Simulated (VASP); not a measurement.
Runs of VASP 6.6.1 on PIr (zincblende type). The structure is that of space group F-43m (No. 216), or close to it. The cells are those of the table. 

```csv
potentials or basis,cell,cutoff (eV),smearing,second run,gap on the mesh (eV),pressure (GPa)
"VASP PAW LDA potentials, release 64 (Ir_sv_GW, P)","a = 3.595 Å, angles 60.0°, 2 atoms",500,fermi-dirac 0.05 eV,valence_matched,none,(a)
"VASP PAW LDA potentials, release 64 (Ir, P)","a = 3.464 Å, angles 60.0°, 2 atoms",520,tetrahedron,-,none,48.4
"VASP PAW LDA potentials, release 64 (Ir, P)","a = 3.168 Å, angles 60.0°, 2 atoms",520,fermi-dirac 0.05 eV,-,none,224.8
"VASP PAW LDA potentials, release 64 (Ir, P)","a = 3.464 Å, angles 60.0°, 2 atoms",520,fermi-dirac 0.05 eV,-,none,48.2
```

Alike in all rows: task single point; level LDA; no spin polarisation; k mesh 12 × 12 × 12.

Question: Fill in the values left out.

Answer: (a) 10.2.

Caveats: spin-orbit coupling is left out, which moves the levels of the heavy elements; tetrahedron occupations give inexact forces and stress in metals (some runs).

A k mesh can miss the band edges, and the runs leave out spin-orbit coupling on Ir.

A gap of «none» marks levels without a gap at the run's occupations.

The runs don't all hold the same shells in valence.
